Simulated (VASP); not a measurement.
A run of VASP 6.6.1 is set up as follows.

INCAR

```
SYSTEM = GaN
ALGO = Normal
EDIFF = 1E-6
ENCUT = 520
GGA = PE
ISIF = 2
ISMEAR = -1
LASPH = .True.
LCHARG = .True.
LELF = .True.
LREAL = .False.
LVHAR = .True.
LWAVE = .False.
NBANDS = 16
NELM = 80
PREC = Accurate
SIGMA = 0.1
```

KPOINTS

```
k-points
0
Gamma
  15 15 15
  0 0 0
```

POSCAR

```
GaN
1.0
    0.0000000000      1.9129552495      1.9129552495
    1.9129552495      0.0000000000      1.9129552495
    1.9129552495      1.9129552495      0.0000000000
Ga N
1 1
Direct
    0.0000000000      0.0000000000      0.0000000000
    0.5000000000      0.5000000000      0.5000000000
```

Potentials or basis: VASP PAW PBE potentials, release 64 (Ga_d, N).

Run with:

```sh
$ cat potpaw_PBE.64/Ga_d/POTCAR potpaw_PBE.64/N/POTCAR > POTCAR
$ mpirun -np 1 vasp_std > vasp.out
```

Problem. Estimate the band gap on the k mesh.

Solution. 2.84 eV, indirect (least direct gap 6.13 eV).

Problem. What does it give for the pressure?

Solution. 145.8 GPa.

 A k mesh can miss the band edges.
